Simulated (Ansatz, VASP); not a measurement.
BaBe5H10 in VASP and in Ansatz

```
Ba Be H
1.0
     4.46224    0.00000    0.00000
     0.00000    4.94267    0.00000
    -1.50502    0.00000    6.63325
Ba Be H
1 5 10
Direct
  0.90489 0.50000 0.62286
  0.47739 0.00000 0.28453
  0.54596 0.76367 0.00717
  0.54596 0.23633 0.00717
  0.37654 0.00000 0.68199
  0.06853 0.00000 0.04100
  0.62556 0.75062 0.25071
  0.62556 0.24938 0.25071
  0.54747 0.00000 0.51156
  0.14560 0.00000 0.25570
  0.38091 0.50000 0.99497
  0.46781 0.73249 0.75211
  0.88005 0.75663 0.98883
  0.46781 0.26751 0.75211
  0.88005 0.24337 0.98883
  0.05992 0.00000 0.60975
```

Alike in both runs: task single point; functional PBE; k mesh 4 × 4 × 4; occupations gaussian, width 0.1 eV; no spin polarisation.

|  | VASP | Ansatz |
| --- | --- | --- |
| version | VASP 6.6.1 | Ansatz 0.2.0 |
| potentials or method | VASP PAW PBE potentials, release 64 (Ba_sv, Be, H), cutoff 520 eV | scalar-relativistic, plane waves, PAW |
| valence electrons in the cell | 30 | 30 |

Ansatz gave:

- gap on the k mesh at the Fermi level (eV): 0.78
- least direct gap on the mesh (eV): 1.78
- pressure (GPa): 0.0
- traceless stress, the component that is largest in VASP (GPa): -0.01
- rms of the force components (eV/Å): 0.003

Estimate VASP's values.

gap on the k mesh at the Fermi level (eV): 0.77; least direct gap on the mesh (eV): 1.78; pressure (GPa): 0.2; traceless stress, the component that is largest in VASP (GPa): -0.10; rms of the force components (eV/Å): 0.011.

Atom by atom the forces differ by 0.011 eV/Å (rms over components). The functional is the same, so the differences come from potentials, cutoffs and numerics.

Neither program's run includes spin-orbit coupling.
